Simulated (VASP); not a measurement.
# CaB2 (Pn-3m) in VASP: relaxation of cell and atoms with PBE

Aim: the relaxation of cell and atoms of CaB2 with PBE.

Program: VASP 6.6.1. These are calculated values, not measurements. Logs are shortened: lines on timing, memory, paths and dates and some standing lists are left out, and cuts for length are marked.

## 1. The cell of the first run

The structure is cubic, space group Pn-3m (No. 224). The conventional cell has a = 5.918 Å, b = 5.918 Å, c = 5.918 Å, α = 90.00°, β = 90.00°, γ = 90.00°. Within 3.4 Å of Ca (site symmetry -43m) lie 4 B at 2.56 Å. B (site symmetry -3m) has 2 Ca at 2.56 Å within 3.4 Å.

## 2. Relaxation of cell and atoms, PBE

INCAR

```
SYSTEM = CaB2
  ALGO = Normal
  EDIFF = 1E-6
  EDIFFG = -0.01
  ENCUT = 600
  GGA = PE
  IBRION = 2
  ISIF = 3
  ISMEAR = 0
  LASPH = .True.
  LCHARG = .False.
  LREAL = .False.
  LWAVE = .False.
  NELM = 80
  NSW = 100
  PREC = Accurate
  SIGMA = 0.1
```

KPOINTS

```
k-points
0
Gamma
  6 6 6
  0 0 0
```

POSCAR

```
CaB2
1.0
    5.9183708851      0.0000000000      0.0000000000
    0.0000000000      5.9183708851      0.0000000000
    0.0000000000      0.0000000000      5.9183708851
Ca B
2 4
Direct
    0.0000000000      0.0000000000      0.0000000000
    0.5000000000      0.5000000000      0.5000000000
    0.2500000000      0.2500000000      0.2500000000
    0.2500000000      0.7500000000      0.7500000000
    0.7500000000      0.7500000000      0.2500000000
    0.7500000000      0.2500000000      0.7500000000
```

Potentials or basis: VASP PAW PBE potentials, release 64 (Ca_sv, B).

Command:

```bash
$ cat potpaw_PBE.64/Ca_sv/POTCAR potpaw_PBE.64/B/POTCAR > POTCAR
$ mpirun -np 1 vasp_std > vasp.out
```

OUTCAR:

```text
SYSTEM = CaB2
   EDIFF = 1E-6
   EDIFFG = -0.01
   ENCUT = 600
   GGA = PE
   IBRION = 2
   ISIF = 3
   ISMEAR = 0
   LASPH = .True.
   LREAL = .False.
   NELM = 80
   NSW = 100
   PREC = Accurate

 ion  position               nearest neighbor table
   1  0.000  0.000  0.000-   3 2.56   4 2.56   5 2.56   6 2.56
   2  0.500  0.500  0.500-   3 2.56   4 2.56   5 2.56   6 2.56
   3  0.250  0.250  0.250-   1 2.56   2 2.56
   4  0.250  0.750  0.750-   1 2.56   2 2.56
   5  0.750  0.750  0.250-   1 2.56   2 2.56
   6  0.750  0.250  0.750-   1 2.56   2 2.56

  LATTYP: Found a simple cubic cell.
 ALAT       =     5.9183708851

  Lattice vectors:

 A1 = (   5.9183708851,   0.0000000000,   0.0000000000)
 A2 = (   0.0000000000,   5.9183708851,   0.0000000000)
 A3 = (   0.0000000000,   0.0000000000,   5.9183708851)

Analysis of symmetry for initial positions (statically):
=====================================================================
 Subroutine PRICEL returns:
 Original cell was already a primitive cell.

 Routine SETGRP: Setting up the symmetry group for a
 simple cubic supercell.

 Subroutine GETGRP returns: Found 48 space group operations
 (whereof 24 operations were pure point group operations)
 out of a pool of 48 trial point group operations.

The static configuration has the point symmetry T_d .
 The point group associated with its full space group is O_h .

Analysis of symmetry for dynamics (positions and initial velocities):
=====================================================================
 Subroutine PRICEL returns:
 Original cell was already a primitive cell.

 Routine SETGRP: Setting up the symmetry group for a
 simple cubic supercell.

 Subroutine GETGRP returns: Found 48 space group operations
 (whereof 24 operations were pure point group operations)
 out of a pool of 48 trial point group operations.

The dynamic configuration has the point symmetry T_d .
 The point group associated with its full space group is O_h .

 Subroutine INISYM returns: Found 48 space group operations
 (whereof 24 operations are pure point group operations),
 and found     1 'primitive' translations

----------------------------------------------------------------------------------------

                                     Primitive cell

  volume of cell :     207.3035

  direct lattice vectors                    reciprocal lattice vectors
     5.918370885  0.000000000  0.000000000     0.168965416  0.000000000  0.000000000
     0.000000000  5.918370885  0.000000000     0.000000000  0.168965416  0.000000000
     0.000000000  0.000000000  5.918370885     0.000000000  0.000000000  0.168965416

  length of vectors
     5.918370885  5.918370885  5.918370885     0.168965416  0.168965416  0.168965416

  position of ions in fractional coordinates (direct lattice)
     0.000000000  0.000000000  0.000000000
     0.500000000  0.500000000  0.500000000
     0.250000000  0.250000000  0.250000000
     0.250000000  0.750000000  0.750000000
     0.750000000  0.750000000  0.250000000
     0.750000000  0.250000000  0.750000000

  ion indices of the primitive-cell ions
   primitive index   ion index
                 1           1
                 2           2
                 3           3
                 4           4
                 5           5
                 6           6

----------------------------------------------------------------------------------------

 KPOINTS: k-points

Automatic generation of k-mesh.
 Grid dimensions read from file:
 generate k-points for:    6    6    6

 Generating k-lattice:

  Cartesian coordinates                     Fractional coordinates (reciprocal lattice)
     0.028160903  0.000000000  0.000000000     0.166666667  0.000000000  0.000000000
     0.000000000  0.028160903  0.000000000     0.000000000  0.166666667  0.000000000
     0.000000000  0.000000000  0.028160903     0.000000000  0.000000000  0.166666667

  Length of vectors
     0.028160903  0.028160903  0.028160903

  Shift w.r.t. Gamma in fractional coordinates (k-lattice)
     0.000000000  0.000000000  0.000000000

 Subroutine IBZKPT returns following result:
 ===========================================

 Found     20 irreducible k-points:

 Following reciprocal coordinates:
            Coordinates               Weight
  0.000000  0.000000  0.000000      1.000000
  0.166667  0.000000  0.000000      6.000000
  0.333333  0.000000  0.000000      6.000000
  0.500000  0.000000  0.000000      3.000000
  0.166667  0.166667  0.000000     12.000000
  0.333333  0.166667  0.000000     24.000000
[... 12 lines left out ...]
  0.500000  0.500000  0.333333      6.000000
  0.500000  0.500000  0.500000      1.000000
   k-points           NKPTS =     20   k-points in BZ     NKDIM =     20   number of bands    NBANDS=     20
   number of dos      NEDOS =    301   number of ions     NIONS =      6
   total plane-waves  NPLWV = 110592
   dimension x,y,z NGX =    48 NGY =   48 NGZ =   48
   dimension x,y,z NGXF=    96 NGYF=   96 NGZF=   96
   ions per type =               2   4
   NGX,Y,Z   is equivalent  to a cutoff of  13.48, 13.48, 13.48 a.u.
   NGXF,Y,Z  is equivalent  to a cutoff of  26.97, 26.97, 26.97 a.u.
 SYSTEM =  CaB2
   PREC   = accura    normal or accurate (medium, high low for compatibility)
   ISTART =      0    job   : 0-new  1-cont  2-samecut
   ICHARG =      2    charge: 1-file 2-atom 10-const
   ISPIN  =      1    spin polarized calculation?
   LNONCOLLINEAR =      F non collinear calculations
   LSORBIT =      F    spin-orbit coupling
   LASPH  =      T    aspherical Exc in radial PAW
   ENCUT  =  600.0 eV  44.10 Ry    6.64 a.u.  11.82 11.82 11.82*2*pi/ulx,y,z
   NELM   =     80;   NELMIN=  2; NELMDL= -5     # of ELM steps
   EDIFF  = 0.1E-05   stopping-criterion for ELM
   LREAL  =      F    real-space projection
   EDIFFG = -.1E-01   stopping-criterion for IOM
   NSW    =    100    number of steps for IOM
   IBRION =      2    ionic relax: 0-MD 1-quasi-New 2-CG
   NFREE  =      1    steps in history (QN), initial steepest desc. (CG)
   ISIF   =      3    stress and relaxation
   ISYM   =      2    0-nonsym 1-usesym 2-fastsym
   POTIM  = 0.5000    time-step for ionic-motion
   TEBEG  =    0.0;   TEEND  =   0.0 temperature during run
   PSTRESS=    0.0 pullay stress
   NELECT =      32.0000    total number of electrons
   NUPDOWN=      -1.0000    fix difference up-down
   EMIN   =  10.00;   EMAX   =-10.00  energy-range for DOS
   EFERMI =   0.00;   METHOD = LEGACY
   ISMEAR =     0;   SIGMA  =   0.10  broadening in eV -4-tet -1-fermi 0-gaus
   EFERMI_NEDOS =   21; number of points for ismear=-14 and -15
   IALGO  =     38    algorithm
   IMIX   =      4    mixing-type and parameters
     AMIX     =   0.40;   BMIX     =  1.00
     AMIX_MAG =   1.60;   BMIX_MAG =  1.00
  volume/ion in A,a.u.               =      34.55       233.16
  Fermi-wavevector in a.u.,A,eV,Ry     =   0.878192  1.659542 10.493093  0.771221
  Thomas-Fermi vector in A             =   1.998244
   LORBIT       =      0    0 simple, 1 ext, 2 COOP (PROOUT), +10 PAW based schemes
   GGA     = PE    functional components
   LHFCALC =     F    Hartree Fock is set to
   AEXX    =    0.0000 exact exchange contribution
   IVDW    =     0    specifies the selected vdW correction
   LEPSILON=     F    determine dielectric tensor
   LRPA    =     F    only Hartree local field effects (RPA)
 conjugate gradient relaxation of ions
 non-spin polarized calculation
 Gauss-broadening in eV      SIGMA  =   0.10
  energy-cutoff  :      600.00
  volume of cell :      207.30
 maximum number of plane-waves:      6968
 NGX is ok and might be reduce to    48
   NGX = 23   NGY = 23   NGZ = 23

--------------------------------------- Ionic step        1  -------------------------------------------

 number of electron      32.0000003 magnetization

 Free energy of the ion-electron system (eV)
  ---------------------------------------------------
  ext. energy  EPLUGINS =         0.00000000
  ---------------------------------------------------
  free energy    TOTEN  =       -12.63116062 eV

  energy without entropy =      -12.59649023  energy(sigma->0) =      -12.61382543

------------------------ aborting loop because EDIFF is reached ----------------------------------------

  FORCE on cell =-STRESS in cart. coord.  units (eV):
  Direction    XX          YY          ZZ          XY          YZ          ZX
  --------------------------------------------------------------------------------------
  -------------------------------------------------------------------------------------
  Total       -0.2497809     -0.2497809     -0.2497809     -0.0000000      0.0000000     -0.0000000
  in kB       -1.9304708     -1.9304708     -1.9304708     -0.0000000      0.0000000     -0.0000000
  external PRESSURE =      -1.9304708 kB  Pullay stress =       0.0000000 kB
[... 65 lines left out ...]
  energy  without entropy=      -12.5987197881  energy(sigma->0) =      -12.61553457

--------------------------------------- Ionic step        3  -------------------------------------------

 number of electron      32.0000005 magnetization

 Free energy of the ion-electron system (eV)
  ---------------------------------------------------
  ext. energy  EPLUGINS =         0.00000000
  ---------------------------------------------------
  free energy    TOTEN  =       -12.63288648 eV

  energy without entropy =      -12.60035179  energy(sigma->0) =      -12.61661913

 E-fermi :  -0.7004     XC(G=0):  -6.8987

 val. band max:       -0.7092373440   @ k =   0.5000   0.0000   0.0000
 cond. band min:      -0.6735831732   @ k =   0.3333   0.3333   0.0000
 fundamental gap:      0.0356541708
 Fermi energy:        -0.7003690280

 k-point     1 :       0.0000    0.0000    0.0000
  band No.  band energies     occupation
      1     -41.1631      2.00000
      2     -41.1629      2.00000
      3     -22.2258      2.00000
      4     -22.2258      2.00000
      5     -22.2258      2.00000
      6     -22.2212      2.00000
[... 12 lines left out ...]
     19       0.5992      0.00000
[... 469 lines left out ...]
  FREE ENERGIE OF THE ION-ELECTRON SYSTEM (eV)
  ---------------------------------------------------
  free  energy   TOTEN  =       -12.6328864751 eV

  energy  without entropy=      -12.6003517879  energy(sigma->0) =      -12.61661913

 reached required accuracy - stopping structural energy minimisation
```

Run time: 4.2 min. Hardware: 1 thread of Intel Xeon 6975P-C (Granite Rapids), shared host; peak memory 0.38 GiB.

What came out:

```
Free energy                           : -12.6329 eV
Relaxed volume                        : 34.12 Å³/atom
Relaxed cell                          : a = 5.894 Å, b = 5.894 Å, c = 5.894 Å, α = 90.00°, β = 90.00°, γ = 90.00°
Space group after relaxing (to 0.1 Å) : Pn-3m (No. 224)
Energy gained by relaxing             : 0.3 meV/atom
Ionic steps                           : 3
Pressure after relaxing               : 0.0 GPa
Band gap on the k mesh                : zero (bands 16 and 17 overlap by 0.12 eV)
```

Step by step:
```tsv
step	energy change (eV)	largest force (eV/Å)	pressure (GPa)	volume (Å³)
1	0.0000	0.0000	-0.19	207.30
2	-0.0012	0.0000	-0.11	206.06
3	-0.0017	0.0000	-0.02	204.71
```

Final structure:
```yaml
crystal:
  lattice:
    - [5.89356, 0.00000, 0.00000]
    - [0.00000, 5.89356, 0.00000]
    - [0.00000, 0.00000, 5.89356]
  atoms:
    - { symbol: Ca, position: [0.00000, 0.00000, 0.00000] }
    - { symbol: Ca, position: [0.50000, 0.50000, 0.50000] }
    - { symbol: B, position: [0.25000, 0.25000, 0.25000] }
    - { symbol: B, position: [0.25000, 0.75000, 0.75000] }
    - { symbol: B, position: [0.75000, 0.75000, 0.25000] }
    - { symbol: B, position: [0.75000, 0.25000, 0.75000] }
```

Levels at points of the mesh, in eV from the Fermi level:
| k point | band 14 | band 15 | band 16 | band 17 | band 18 | band 19 |
| --- | --- | --- | --- | --- | --- | --- |
| (0.00, 0.00, 0.00) | -0.77 | -0.77 | 0.15 | 0.15 | 0.15 | 1.30 |
| (0.50, 0.00, 0.00) | -0.48 | -0.01 | -0.01 | 0.16 | 0.16 | 0.18 |
| (0.50, 0.50, 0.00) | -0.55 | -0.28 | -0.28 | 0.15 | 0.15 | 0.25 |
| (0.50, 0.50, 0.50) | -0.77 | -0.77 | -0.77 | 0.24 | 0.24 | 0.24 |

The gap in the log of VASP goes by the Fermi energy; the results here count the filled bands.